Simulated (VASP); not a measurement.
## Na: single point with BLYP

Crystal: Na.

```
Na
1.0
     3.60534    0.00000    0.00000
    -1.80267    3.12232    0.00000
     0.00000    0.00000   11.69045
Na
4
Cartesian
  -1.8027 3.1223 0.0000
  -1.8027 3.1223 5.8452
  0.0000 2.0815 2.9226
  1.8027 1.0408 8.7678
```

This isn't the form of Na at room conditions, which is bcc.

```yaml
Program: VASP 6.6.1
Task: single point
Functional: BLYP
Potentials_or_basis: VASP PAW PBE potentials, release 64 (Na_pv)
Cutoff: 520 eV
k_mesh: 13 × 13 × 4
Occupations: fermi-dirac, width 0.1 eV
Spin: no spin polarisation
```

```yaml
Pressure: 1.2 GPa
Band_gap_on_the_k_mesh: zero (bands 14 and 15 overlap by 4.12 eV)
```

Levels at points of the mesh, in eV from the Fermi level:
| k point | band 11 | band 12 | band 13 | band 14 | band 15 | band 16 | band 17 | band 18 |
| --- | --- | --- | --- | --- | --- | --- | --- | --- |
| (0.00, 0.00, 0.00) | -25.23 | -25.23 | -3.56 | -2.43 | -2.43 | 0.65 | 1.04 | 5.99 |
| (0.00, 0.00, 0.50) | -25.23 | -25.23 | -3.28 | -3.28 | -1.05 | -1.05 | 3.20 | 3.20 |

Wall time 2 min on 1 thread of Oxide Virtual Turin-like Processor, with other jobs on the host, peak memory 0.27 GiB.

Caveat: the PAW data sets were made with another functional, which shifts forces and pressure a little.
